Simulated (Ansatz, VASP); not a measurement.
## HfN: VASP beside Ansatz

File INCAR:

```
PREC = Accurate ; ENCUT = 520
EDIFF = 1E-7 ; ISMEAR = 0
SIGMA = 0.15 ; LREAL = False
LASPH = True ; NELM = 100
ALGO = Normal ; ISIF = 2
LWAVE = False ; LCHARG = False
NBANDS = 23
```

Contents of KPOINTS:

```
regular mesh
0
Gamma
  14 14 10
```

POSCAR

```
HfN
1.0
    0.0000000000     -2.2339756809     -2.2339756809
    0.0000000000      2.2339756809     -2.2339756809
    4.4679513618      0.0000000000      0.0000000000
Hf N
2 2
Direct
    0.5004213252      0.4995786748      0.5000000000
   -0.0004213252      0.0004213252      0.0000000000
    0.5096912425      0.4903087575      0.0000000000
   -0.0096912425      0.0096912425      0.5000000000
```

Input for Ansatz:

```yaml
crystal:
  lattice:
    - [0.0, -2.2339756809, -2.2339756809]
    - [0.0, 2.2339756809, -2.2339756809]
    - [4.4679513618, 0.0, 0.0]
  atoms:
    - { symbol: Hf, position: [0.5004213252, 0.4995786748, 0.5] }
    - { symbol: Hf, position: [-0.0004213252, 0.0004213252, 0.0] }
    - { symbol: "N", position: [0.5096912425, 0.4903087575, 0.0] }
    - { symbol: "N", position: [-0.0096912425, 0.0096912425, 0.5] }
basis:
  ecutwfc: 520.0
kpoints:
  mp_grid: { grid: [14, 14, 10] }
hamiltonian:
  xc: lda
  pseudopotentials: { kind: paw, azcp: { folder: soft_1 } }
scf:
  occupations: { method: gaussian, width: 0.15 }
output:
  forces: true
  stress: true
  eigenvalues: true
```

Change from the starting cell: mode 4 frozen in at +0.000 Å and mode 11 at -0.043 Å (largest displacements).

Alike in both runs: task single point; functional LDA; k mesh 14 × 14 × 10; occupations gaussian, width 0.15 eV; no spin polarisation.

|  | VASP | Ansatz |
| --- | --- | --- |
| version | VASP 6.6.1 | Ansatz 0.2.0 |
| potentials or method | VASP PAW LDA potentials, release 64 (Hf_pv, N), cutoff 520 eV | scalar-relativistic, plane waves, PAW |
| valence electrons in the cell | 30 | 62 |

Ansatz gave:

```
gap on the k mesh at the Fermi level (eV)                     : none
pressure (GPa)                                                : 0.3
traceless stress, the component that is largest in VASP (GPa) : 0.81
rms of the force components (eV/Å)                            : 0.284
```

Q: Estimate VASP's values.

A: gap on the k mesh at the Fermi level (eV): none; pressure (GPa): -0.9; traceless stress, the component that is largest in VASP (GPa): 0.81; rms of the force components (eV/Å): 0.284.

Ansatz warns that its potentials were made for another functional, while VASP's fit it. LDA's correlation is that of Perdew and Zunger in VASP and of Perdew and Wang (1992) in Ansatz. Atom by atom the forces differ by 0.002 eV/Å (rms over components). A gap of «none» marks a metal or a gap that the smearing closes. VASP's potentials hold 30 valence electrons a cell and Ansatz's 62, so a difference there can come from the potentials and not from the codes.

Spin-orbit coupling is off throughout.
